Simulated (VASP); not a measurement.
A run of VASP 6.6.1:

INCAR

```
SYSTEM = Ge
  PREC = Accurate
  ENCUT = 520
  EDIFF = 1E-6
  ISMEAR = 0
  SIGMA = 0.15
  LREAL = .False.
  LASPH = .True.
  NELM = 100
  ALGO = Normal
  ISIF = 2
  LWAVE = .False.
  LCHARG = .False.
  GGA = PE
  NBANDS = 21
```

File KPOINTS:

```
regular mesh
0
Gamma
  12 12 8
  0 0 0
```

The input POSCAR:

```
Ge
1.0
    0.0000000000      0.0000000000     -2.6877131855
    2.8171193502      0.0000000000      0.0000000000
    0.0000000000     -5.1184904273      0.0000000000
Ge
2
Direct
   -0.0000267559      0.4471844414     -0.0000100195
    0.0000267559      0.0528155586      0.5000100195
```

Potentials or basis: VASP PAW PBE potentials, release 64 (Ge_d).

Launch:

```console
$ cat potpaw_PBE.64/Ge_d/POTCAR > POTCAR
$ mpirun -np 1 vasp_std > vasp.out
```

Hardware: 1 thread of Intel(R) Xeon(R) 6975P-C (Granite Rapids) (shared host).

Q: Estimate the wall time of this run.

A: Wall time 110 s on 1 thread of Intel(R) Xeon(R) 6975P-C (Granite Rapids) (shared host), peak memory 0.44 GiB. Counts: scf iterations 10, k points 580.
